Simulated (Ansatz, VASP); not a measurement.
HfB2 in VASP and in Ansatz

File INCAR:

```
SYSTEM = HfB2
ALGO = Normal
EDIFF = 1E-6
EDIFFG = -0.01
ENCUT = 600
GGA = PE
IBRION = 2
ISIF = 3
ISMEAR = -1
LASPH = .TRUE.
LCHARG = .FALSE.
LREAL = .FALSE.
LWAVE = .FALSE.
NELM = 60
NSW = 60
PREC = Accurate
SIGMA = 0.05
```

KPOINTS

```
k-points
0
G
  10 10 8
  0 0 0
```

File POSCAR:

```
HfB2
1.0
    3.1400000000      0.0000000000      0.0000000000
   -1.5700000000      2.7193197679      0.0000000000
    0.0000000000      0.0000000000      3.4800000000
Hf B
1 2
Direct
    0.0000000000      0.0000000000      0.0000000000
    0.6666666667      0.3333333333      0.5000000000
    0.3333333333      0.6666666667      0.5000000000
```

The input input.yaml:

```yaml
crystal:
  lattice:
    - [3.14, 0.0, 0.0]
    - [-1.57, 2.7193197679, 0.0]
    - [0.0, 0.0, 3.48]
  atoms:
    - { symbol: Hf, position: [0.0, 0.0, 0.0] }
    - { symbol: B, position: [0.6666666667, 0.3333333333, 0.5] }
    - { symbol: B, position: [0.3333333333, 0.6666666667, 0.5] }
hamiltonian:
  xc: pbe
  pseudopotentials: { kind: paw }
kpoints:
  mp_grid: { grid: [10, 10, 8] }
scf:
  occupations: { method: fermi_dirac, width: 0.05 }
output:
  forces: true
  stress: true
  eigenvalues: true
relax:
  f_tol: 0.01
  max_steps: 40
  cell: { stress_tol: 0.05 }
```

Alike in both runs: task relaxation of cell and atoms; functional PBE; k mesh 10 × 10 × 8; occupations fermi-dirac, width 0.05 eV; no spin polarisation.

|  | VASP | Ansatz |
| --- | --- | --- |
| version | VASP 6.6.1 | Ansatz 0.2.0 |
| potentials or method | VASP PAW PBE potentials, release 64 (Hf_pv, B) | Ansatz PAW |
| plane-wave cutoff (eV) | 600 | 420 |
| valence electrons in the cell | 16 | 32 |

Ansatz gave:

| Property | Result |
| --- | --- |
| gap on the k mesh at the Fermi level, each at its own relaxed structure (eV) | none |
| relaxed volume (Å³/atom) | 9.96 |
| relaxed cell length with the largest relative difference (Å) | 3.144 |

Task: Estimate VASP's values.

Result: gap on the k mesh at the Fermi level, each at its own relaxed structure (eV): none; relaxed volume (Å³/atom): 9.94; relaxed cell length with the largest relative difference (Å): 3.142.

A gap of «none» marks a metal or a gap that the smearing closes. VASP's potentials hold 16 valence electrons a cell and Ansatz's 32, so a difference there can come from the potentials and not from the codes.

Spin-orbit coupling is off throughout. Noted on Ansatz's run: the plane-wave basis is chosen anew once the cell has moved, so the energies of steps on either side of that aren't comparable.
